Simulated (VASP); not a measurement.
# Al2Au (Fm-3m) in VASP: further runs

The runs below take Al2Au through single point, with PBE.

All numbers are computed with VASP 6.6.1; they aren't measurements. Logs are shortened: lines on timing, memory, paths and dates and some standing lists are left out, and cuts for length are marked.

**1. The cell of the first run**

The structure is cubic, space group Fm-3m (No. 225). Conventional cell: a = 5.836 Å, b = 5.836 Å, c = 5.836 Å, α = 90.00°, β = 90.00°, γ = 90.00°. Within 3.3 Å of Al (site symmetry -43m) lie 4 Au at 2.53 Å and 6 Al at 2.92 Å. Au (site symmetry m-3m) has 8 Al at 2.53 Å within 3.3 Å.

**2. Single point, PBE**

The input, INCAR:

```
SYSTEM = Al2Au
PREC = Accurate ; ENCUT = 520
EDIFF = 1E-7 ; ISMEAR = 1
SIGMA = 0.1 ; LREAL = .False.
LASPH = .True. ; NELM = 80
ALGO = Normal ; ISIF = 2
LWAVE = .False. ; LCHARG = .True.
GGA = PE ; LELF = .True.
LVHAR = .True. ; NBANDS = 16
```

The input, KPOINTS:

```
Automatic mesh
0
Gamma
  8 8 8
  0 0 0
```

The input, POSCAR:

```
Al2Au
1.0
    0.0000000000      2.9177664787      2.9177664787
    2.9177664787      0.0000000000      2.9177664787
    2.9177664787      2.9177664787      0.0000000000
Al Au
2 1
Direct
    0.2500000000      0.2500000000      0.2500000000
    0.7500000000      0.7500000000      0.7500000000
    0.0000000000      0.0000000000      0.0000000000
```

Potentials or basis: VASP PAW PBE potentials, release 64 (Al, Au).

The run is started by

```bash
> cat potpaw_PBE.64/Al/POTCAR potpaw_PBE.64/Au/POTCAR > POTCAR
> mpirun -np 1 vasp_std > vasp.out
```

OUTCAR:

```text
SYSTEM = Al2Au
   PREC = Accurate
   ENCUT = 520
   EDIFF = 1E-7
   ISMEAR = 1
   LREAL = .False.
   LASPH = .True.
   NELM = 80
   ISIF = 2
   GGA = PE

 ion  position               nearest neighbor table
   1  0.250  0.250  0.250-   3 2.53   3 2.53   3 2.53   3 2.53   2 2.92   2 2.92   2 2.92   2 2.92
                             2 2.92   2 2.92
   2  0.750  0.750  0.750-   3 2.53   3 2.53   3 2.53   3 2.53   1 2.92   1 2.92   1 2.92   1 2.92
                             1 2.92   1 2.92
   3  0.000  0.000  0.000-   1 2.53   2 2.53   2 2.53   2 2.53   2 2.53   1 2.53   1 2.53   1 2.53

  LATTYP: Found a face centered cubic cell.
 ALAT       =     5.8355329574

  Lattice vectors:

 A1 = (   0.0000000000,   2.9177664787,   2.9177664787)
 A2 = (   2.9177664787,   0.0000000000,   2.9177664787)
 A3 = (   2.9177664787,   2.9177664787,   0.0000000000)

Analysis of symmetry for initial positions (statically):
=====================================================================
 Subroutine PRICEL returns:
 Original cell was already a primitive cell.

 Routine SETGRP: Setting up the symmetry group for a
 face centered cubic supercell.

 Subroutine GETGRP returns: Found 48 space group operations
 (whereof 48 operations were pure point group operations)
 out of a pool of 48 trial point group operations.

The static configuration has the point symmetry O_h .

Analysis of symmetry for dynamics (positions and initial velocities):
=====================================================================
 Subroutine PRICEL returns:
 Original cell was already a primitive cell.

 Routine SETGRP: Setting up the symmetry group for a
 face centered cubic supercell.

 Subroutine GETGRP returns: Found 48 space group operations
 (whereof 48 operations were pure point group operations)
 out of a pool of 48 trial point group operations.

The dynamic configuration has the point symmetry O_h .

 Subroutine INISYM returns: Found 48 space group operations
 (whereof 48 operations are pure point group operations),
 and found     1 'primitive' translations

----------------------------------------------------------------------------------------

                                     Primitive cell

  volume of cell :      49.6800

  direct lattice vectors                    reciprocal lattice vectors
     0.000000000  2.917766479  2.917766479    -0.171363954  0.171363954  0.171363954
     2.917766479  0.000000000  2.917766479     0.171363954 -0.171363954  0.171363954
     2.917766479  2.917766479  0.000000000     0.171363954  0.171363954 -0.171363954

  length of vectors
     4.126344926  4.126344926  4.126344926     0.296811075  0.296811075  0.296811075

  position of ions in fractional coordinates (direct lattice)
     0.250000000  0.250000000  0.250000000
     0.750000000  0.750000000  0.750000000
     0.000000000  0.000000000  0.000000000

  ion indices of the primitive-cell ions
   primitive index   ion index
                 1           1
                 2           2
                 3           3

----------------------------------------------------------------------------------------

 KPOINTS: Automatic mesh

Automatic generation of k-mesh.
 Grid dimensions read from file:
 generate k-points for:    8    8    8

 Generating k-lattice:

  Cartesian coordinates                     Fractional coordinates (reciprocal lattice)
    -0.021420494  0.021420494  0.021420494     0.125000000  0.000000000  0.000000000
     0.021420494 -0.021420494  0.021420494     0.000000000  0.125000000  0.000000000
     0.021420494  0.021420494 -0.021420494     0.000000000  0.000000000  0.125000000

  Length of vectors
     0.037101384  0.037101384  0.037101384

  Shift w.r.t. Gamma in fractional coordinates (k-lattice)
     0.000000000  0.000000000  0.000000000

 Subroutine IBZKPT returns following result:
 ===========================================

 Found     29 irreducible k-points:

 Following reciprocal coordinates:
            Coordinates               Weight
  0.000000  0.000000  0.000000      1.000000
  0.125000  0.000000  0.000000      8.000000
  0.250000  0.000000  0.000000      8.000000
  0.375000  0.000000  0.000000      8.000000
  0.500000  0.000000  0.000000      4.000000
  0.125000  0.125000  0.000000      6.000000
[... 16 lines left out ...]
  0.500000  0.250000  0.125000     48.000000
 -0.375000  0.250000  0.125000     24.000000
 [... further k-points ...]
   k-points           NKPTS =     29   k-points in BZ     NKDIM =     29   number of bands    NBANDS=     16
   number of dos      NEDOS =    301   number of ions     NIONS =      3
   total plane-waves  NPLWV =  32768
   dimension x,y,z NGX =    32 NGY =   32 NGZ =   32
   dimension x,y,z NGXF=    64 NGYF=   64 NGZF=   64
   ions per type =               2   1
   NGX,Y,Z   is equivalent  to a cutoff of  12.89, 12.89, 12.89 a.u.
   NGXF,Y,Z  is equivalent  to a cutoff of  25.78, 25.78, 25.78 a.u.
 SYSTEM =  Al2Au
[... 115 lines left out ...]
      2       1.9690      2.00000
      3       1.9761      2.00000
      4       1.9761      2.00000
      5       2.9114      2.00000
      6       2.9114      2.00000
[... 8 lines left out ...]
     15      17.9334      0.00000
     16      19.1464      0.00000

 k-point     6 :       0.1250    0.1250    0.0000
  band No.  band energies     occupation
      1      -2.0869      2.00000
      2       1.6012      2.00000
      3       1.8097      2.00000
      4       1.8097      2.00000
      5       2.6737      2.00000
      6       2.8142      2.00000
[... 8 lines left out ...]
     15      15.1633      0.00000
     16      15.1633      0.00000

 k-point     7 :       0.2500    0.1250    0.0000
  band No.  band energies     occupation
      1      -1.5921      2.00000
      2       1.4779      2.00000
      3       1.9256      2.00000
      4       1.9292      2.00000
      5       2.6132      2.00000
      6       2.8605      2.00000
[... 8 lines left out ...]
     15      16.3443      0.00000
     16      16.4666      0.00000

 k-point     8 :       0.3750    0.1250    0.0000
  band No.  band energies     occupation
      1      -0.7802      2.00000
      2       1.4178      2.00000
      3       2.0056      2.00000
      4       2.0290      2.00000
      5       2.7061      2.00000
      6       2.9199      2.00000
[... 8 lines left out ...]
     15      17.7852      0.00000
     16      18.0946      0.00000

 k-point     9 :       0.5000    0.1250    0.0000
  band No.  band energies     occupation
      1      -0.0902      2.00000
      2       1.6326      2.00000
      3       2.0644      2.00000
      4       2.0644      2.00000
      5       2.9228      2.00000
      6       2.9584      2.00000
[... 8 lines left out ...]
     15      18.1358      0.00000
     16      19.1676      0.00000
[... 172 lines left out ...]
 k-point    19 :       0.5000    0.3750    0.0000
  band No.  band energies     occupation
      1       0.8673      2.00000
      2       1.0864      2.00000
      3       1.9997      2.00000
      4       2.5373      2.00000
      5       2.8873      2.00000
      6       3.0508      2.00000
[... 8 lines left out ...]
     15      18.9036      0.00000
     16      20.0735      0.00000

 k-point    20 :      -0.3750    0.3750    0.0000
  band No.  band energies     occupation
      1       0.9223      2.00000
      2       1.5946      2.00000
      3       1.7182      2.00000
      4       2.5031      2.00000
      5       2.8677      2.00000
      6       2.8816      2.00000
[... 8 lines left out ...]
     15      18.1198      0.00000
     16      19.9040      0.00000

 k-point    21 :       0.5000    0.5000    0.0000
  band No.  band energies     occupation
      1       0.9967      2.00000
      2       1.1743      2.00000
      3       2.2800      2.00000
      4       2.6292      2.00000
      5       2.6292      2.00000
      6       3.1252      2.00000
[... 8 lines left out ...]
     15      19.5174      0.00000
     16      19.5174      0.00000

 k-point    22 :       0.3750    0.2500    0.1250
  band No.  band energies     occupation
      1      -0.9815      2.00000
      2       1.3561      2.00000
      3       2.0116      2.00000
      4       2.0868      2.00000
      5       2.5741      2.00000
      6       2.9327      2.00000
[... 8 lines left out ...]
     15      16.5634      0.00000
     16      17.9041      0.00000

 k-point    23 :       0.5000    0.2500    0.1250
  band No.  band energies     occupation
      1      -0.1317      2.00000
      2       1.3361      2.00000
      3       2.0138      2.00000
      4       2.2151      2.00000
      5       2.7373      2.00000
      6       2.9334      2.00000
[... 8 lines left out ...]
     15      17.7569      0.00000
     16      18.6916      0.00000

 k-point    24 :      -0.3750    0.2500    0.1250
  band No.  band energies     occupation
      1       0.3340      2.00000
      2       1.4976      2.00000
      3       2.0721      2.00000
      4       2.2434      2.00000
      5       2.7142      2.00000
      6       3.0031      2.00000
[... 8 lines left out ...]
     15      17.0792      0.00000
     16      19.4089      0.00000

 [... further k-points ...]
[... 5 lines left out ...]
  --------------------------------------------------------------------------------------
  -------------------------------------------------------------------------------------
  Total        4.6779437      4.6779437      4.6779437      0.0000000     -0.0000000      0.0000000
  in kB      150.8634318    150.8634318    150.8634318      0.0000000     -0.0000000      0.0000000
  external PRESSURE =     150.8634318 kB  Pullay stress =       0.0000000 kB

 VOLUME and BASIS-vectors are now :
 -----------------------------------------------------------------------------
  energy-cutoff  :      520.00
  volume of cell :       49.68
      direct lattice vectors                 reciprocal lattice vectors
     0.000000000  2.917766479  2.917766479    -0.171363954  0.171363954  0.171363954
     2.917766479  0.000000000  2.917766479     0.171363954 -0.171363954  0.171363954
     2.917766479  2.917766479  0.000000000     0.171363954  0.171363954 -0.171363954

 POSITION                                       TOTAL-FORCE (eV/Angst)
 -----------------------------------------------------------------------------------
      1.45888      1.45888      1.45888         0.000000     -0.000000     -0.000000
      4.37665      4.37665      4.37665        -0.000000     -0.000000      0.000000
      0.00000      0.00000      0.00000         0.000000      0.000000      0.000000
 -----------------------------------------------------------------------------------
    total drift:                                0.000000     -0.000000      0.000000

  FREE ENERGIE OF THE ION-ELECTRON SYSTEM (eV)
  ---------------------------------------------------
  free  energy   TOTEN  =       -11.7818148747 eV

  energy  without entropy=      -11.7808888843  energy(sigma->0) =      -11.78150621
```

Run time: 22 s. Hardware: 1 thread of AMD EPYC 7R13 (Zen 3), shared host; peak memory 0.15 GiB.

Results:

| Property | Result |
| --- | --- |
| Free energy | -11.7818 eV |
| Pressure | 15.1 GPa |

Levels at points of the mesh, in eV from the Fermi level:
```tsv
k point	band 5	band 6	band 7	band 8	band 9	band 10	band 11	band 12	band 13	band 14
(0.00, 0.00, 0.00)	-6.09	-6.09	2.80	2.92	2.92	2.92	4.24	4.24	4.24	5.94
(0.50, 0.00, 0.00)	-5.95	-5.95	-5.84	0.26	0.26	3.39	4.03	4.03	4.24	9.08
(0.50, 0.50, 0.00)	-6.23	-5.73	-5.37	-2.37	-2.37	1.71	2.08	7.62	10.49	10.49
```

Caveat: spin-orbit coupling is left out, which moves the levels of the heavy elements.

**3. Single point, PBE**

This run uses another cell than the first one, of 17.28 Å³/atom, 1.043 times its volume.

The input, INCAR:

```
SYSTEM = Al2Au
ALGO = Normal
EDIFF = 1E-6
ENCUT = 520
GGA = PE
ISIF = 2
ISMEAR = 1
LASPH = .TRUE.
LCHARG = .TRUE.
LELF = .TRUE.
LREAL = .FALSE.
LVHAR = .TRUE.
LWAVE = .FALSE.
NBANDS = 16
NELM = 100
PREC = Accurate
SIGMA = 0.1
```

The input, KPOINTS:

```
k-points
0
G
  8 8 8
  0 0 0
```

The input, POSCAR:

```
Al2Au
1.0
    0.0000000000      2.9594544892      2.9594544892
    2.9594544892      0.0000000000      2.9594544892
    2.9594544892      2.9594544892      0.0000000000
Al Au
2 1
Direct
    0.2500000000      0.2500000000      0.2500000000
    0.7500000000      0.7500000000      0.7500000000
    0.0000000000      0.0000000000      0.0000000000
```

Potentials or basis: VASP PAW PBE potentials, release 64 (Al, Au).

The run is started by

```bash
> cat potpaw_PBE.64/Al/POTCAR potpaw_PBE.64/Au/POTCAR > POTCAR
> mpirun -np 1 vasp_std > vasp.out
```

Wall time 21 s (1 thread of AMD EPYC 7R13 (Zen 3), shared host); peak memory 0.15 GiB.

Results (log left out):

```
Free energy : -11.9384 eV
Pressure    : 8.3 GPa
```

Levels at points of the mesh, in eV from the Fermi level:
```tsv
k point	band 6	band 7	band 8	band 9	band 10	band 11	band 12	band 13
(0.00, 0.00, 0.00)	-5.85	2.52	2.95	2.95	2.95	4.08	4.08	4.08
(0.50, 0.00, 0.00)	-5.72	-5.63	0.32	0.32	3.35	3.91	3.93	3.93
(0.50, 0.50, 0.00)	-5.52	-5.18	-2.23	-2.23	1.49	2.10	7.65	10.16
```

Caveat: spin-orbit coupling is left out, which moves the levels of the heavy elements.

**4. Single point, PBE**

This run uses another cell than the first one, of 18.00 Å³/atom, 1.087 times its volume.

The input, INCAR:

```
PREC = Accurate ; ENCUT = 520
EDIFF = 1E-7 ; ISMEAR = 1
SIGMA = 0.1 ; LREAL = F
LASPH = T ; NELM = 100
ALGO = Normal ; ISIF = 2
LWAVE = F ; LCHARG = T
GGA = PE ; LELF = T
LVHAR = T ; NBANDS = 16
```

The input, KPOINTS:

```
regular mesh
0
Gamma
  8 8 8
```

The input, POSCAR:

```
Al2Au
1.0
    0.0000000000      3.0000000000      3.0000000000
    3.0000000000      0.0000000000      3.0000000000
    3.0000000000      3.0000000000      0.0000000000
Al Au
2 1
Direct
    0.2500000000      0.2500000000      0.2500000000
    0.7500000000      0.7500000000      0.7500000000
    0.0000000000      0.0000000000      0.0000000000
```

The run is started by

```bash
> cat potpaw_PBE.64/Al/POTCAR potpaw_PBE.64/Au/POTCAR > POTCAR
> mpirun -np 1 vasp_std > vasp.out
```

Run time: 23 s. Hardware: 1 thread of AMD EPYC 7R13 (Zen 3), shared host; peak memory 0.15 GiB.

The run converged. Its results:

```yaml
Free_energy: -12.0135 eV
Pressure: 3.0 GPa
```

Levels at points of the mesh, in eV from the Fermi level:
```tsv
k point	band 7	band 8	band 9	band 10	band 11	band 12
(0.00, 0.00, 0.00)	2.25	2.97	2.97	2.97	3.92	3.92
(0.50, 0.00, 0.00)	-5.44	0.37	0.37	3.30	3.61	3.82
(0.50, 0.50, 0.00)	-5.01	-2.10	-2.10	1.27	2.11	7.66
```

Caveat: spin-orbit coupling is left out, which moves the levels of the heavy elements.

**5. Single point, PBE**

This run uses another cell than the first one, of 18.72 Å³/atom, 1.130 times its volume.

The input, INCAR:

```
SYSTEM = Al2Au
ALGO = Normal
EDIFF = 1E-6
ENCUT = 520
GGA = PE
ISIF = 2
ISMEAR = 1
LASPH = .True.
LCHARG = .True.
LELF = .True.
LREAL = .False.
LVHAR = .True.
LWAVE = .False.
NBANDS = 16
NELM = 60
PREC = Accurate
SIGMA = 0.1
```

The input, KPOINTS:

```
k-points
0
Gamma
  8 8 8
  0 0 0
```

The input, POSCAR:

```
Al2Au
1.0
    0.0000000000      3.0394782115      3.0394782115
    3.0394782115      0.0000000000      3.0394782115
    3.0394782115      3.0394782115      0.0000000000
Al Au
2 1
Direct
    0.2500000000      0.2500000000      0.2500000000
    0.7500000000      0.7500000000      0.7500000000
    0.0000000000      0.0000000000      0.0000000000
```

The run is started by

```bash
> cat potpaw_PBE.64/Al/POTCAR potpaw_PBE.64/Au/POTCAR > POTCAR
> mpirun -np 1 vasp_std > vasp.out
```

Run time: 23 s. Hardware: 1 thread of AMD EPYC 7R13 (Zen 3), shared host; peak memory 0.15 GiB.

The run converged. Its results:

| Item | Value |
| --- | --- |
| Free energy | -12.0246 eV |
| Pressure | -1.2 GPa |

Levels at points of the mesh, in eV from the Fermi level:
```
           k point  band 6  band 7  band 8  band 9  band 10  band 11  band 12  band 13
(0.00, 0.00, 0.00)   -5.45    1.98    2.97    2.97     2.97     3.76     3.76     3.76
(0.50, 0.00, 0.00)   -5.34   -5.28    0.40    0.40     3.23     3.31     3.71     3.71
(0.50, 0.50, 0.00)   -5.17   -4.87   -2.00   -2.00     1.06     2.10     7.64     9.50
```

Caveat: spin-orbit coupling is left out, which moves the levels of the heavy elements.

**6. Single point, PBE**

This run uses another cell than the first one, of 19.44 Å³/atom, 1.174 times its volume.

The input, INCAR:

```
  PREC = Accurate
  ENCUT = 520
  EDIFF = 1E-7
  ISMEAR = 1
  SIGMA = 0.1
  LREAL = F
  LASPH = T
  NELM = 80
  ALGO = Normal
  ISIF = 2
  LWAVE = F
  LCHARG = T
  GGA = PE
  LELF = T
  LVHAR = T
  NBANDS = 16
```

The input, KPOINTS:

```
Automatic mesh
0
Gamma
  8 8 8
```

The input, POSCAR:

```
Al2Au
1.0
    0.0000000000      3.0779567040      3.0779567040
    3.0779567040      0.0000000000      3.0779567040
    3.0779567040      3.0779567040      0.0000000000
Al Au
2 1
Direct
    0.2500000000      0.2500000000      0.2500000000
    0.7500000000      0.7500000000      0.7500000000
    0.0000000000      0.0000000000      0.0000000000
```

Potentials or basis: VASP PAW PBE potentials, release 64 (Al, Au).

The run is started by

```bash
> cat potpaw_PBE.64/Al/POTCAR potpaw_PBE.64/Au/POTCAR > POTCAR
> mpirun -np 1 vasp_std > vasp.out
```

Run time: 26 s. Hardware: 1 thread of AMD EPYC 7R13 (Zen 3), shared host; peak memory 0.15 GiB.

The run converged. Its results:

```yaml
Free_energy: -11.9856 eV
Pressure: -4.5 GPa
```

Levels at points of the mesh, in eV from the Fermi level:
| k point | band 5 | band 6 | band 7 | band 8 | band 9 | band 10 | band 11 | band 12 | band 13 | band 14 |
| --- | --- | --- | --- | --- | --- | --- | --- | --- | --- | --- |
| (0.00, 0.00, 0.00) | -5.29 | -5.29 | 1.72 | 2.96 | 2.96 | 2.96 | 3.60 | 3.60 | 3.60 | 5.54 |
| (0.50, 0.00, 0.00) | -5.19 | -5.19 | -5.14 | 0.42 | 0.42 | 3.03 | 3.15 | 3.60 | 3.60 | 8.60 |
| (0.50, 0.50, 0.00) | -5.44 | -5.03 | -4.75 | -1.91 | -1.91 | 0.85 | 2.08 | 7.62 | 9.19 | 9.19 |

Caveat: spin-orbit coupling is left out, which moves the levels of the heavy elements.

**7. Summary**

```tsv
cell	gap on the mesh (eV)	pressure (GPa)
a = 4.126 Å, angles 60.0°, 3 atoms	none	15.1
a = 4.185 Å, angles 60.0°, 3 atoms	none	8.3
a = 4.243 Å, angles 60.0°, 3 atoms	none	3.0
a = 4.298 Å, angles 60.0°, 3 atoms	none	-1.2
a = 4.353 Å, angles 60.0°, 3 atoms	none	-4.5
```

Alike in all rows: task single point; level PBE; potentials or basis VASP PAW PBE potentials, release 64 (Al, Au); no spin polarisation; k mesh 8 × 8 × 8; cutoff (eV) 520; smearing methfessel-paxton 0.1 eV.

Caveats: spin-orbit coupling is left out, which moves the levels of the heavy elements.

Total energies depend on the potentials used, so only differences within one code and one set of settings carry meaning.
